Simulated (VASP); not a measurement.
A run of VASP 6.6.1 is set up as follows.

File POSCAR:

```
Au
1.0
    2.9000000000      0.0000000000      0.0000000000
   -1.4500000000      2.5114736710      0.0000000000
    0.0000000000      0.0000000000      4.8800000000
Au
2
Direct
    0.6666666667      0.3333333333      0.2500000000
    0.3333333333      0.6666666667      0.7500000000
```

INCAR.step1

```
PREC = Accurate
ENCUT = 520
EDIFF = 1E-5
ISMEAR = -1
SIGMA = 0.05
LREAL = F
LASPH = T
NELM = 100
ALGO = Normal
ISIF = 2
LWAVE = T
LCHARG = F
NBANDS = 18
GGA = PE
```

The input INCAR.step2:

```
PREC = Accurate
ENCUT = 520
EDIFF = 1E-7
ISMEAR = -1
SIGMA = 0.05
LREAL = F
LASPH = T
NELM = 100
ALGO = Normal
ISIF = 2
LWAVE = F
LCHARG = F
GGA = PE
LHFCALC = T
HFSCREEN = 0.2079
PRECFOCK = Normal
NBANDS = 18
ISTART = 1
```

KPOINTS

```
Automatic mesh
0
Gamma
  6 6 4
```

Potentials or basis: VASP PAW PBE potentials, release 64 (Au).

Launch:

```console
$ cat potpaw_PBE.64/Au/POTCAR > POTCAR
$ cp INCAR.step1 INCAR
$ mpirun -np 1 vasp_std > vasp.out
$ cp INCAR.step2 INCAR
$ mpirun -np 1 vasp_std > vasp.out
```

Task: Predict the band gap on the k mesh.

Result: Zero (bands 11 and 12 overlap by 8.52 eV).

Task: Estimate the pressure.

Result: 0.1 GPa.

Stress tensor (GPa, compression positive):
```
 2.80  0.00  0.00
 0.00  2.80  0.00
 0.00  0.00 -5.16
```

Caveat: the k points lie up to 0.42 Å⁻¹ apart, too coarse for converged energies and pressures of a metal; the PAW data sets were made with another functional, which shifts forces and pressure a little; spin-orbit coupling is left out, which moves the levels of the heavy elements.
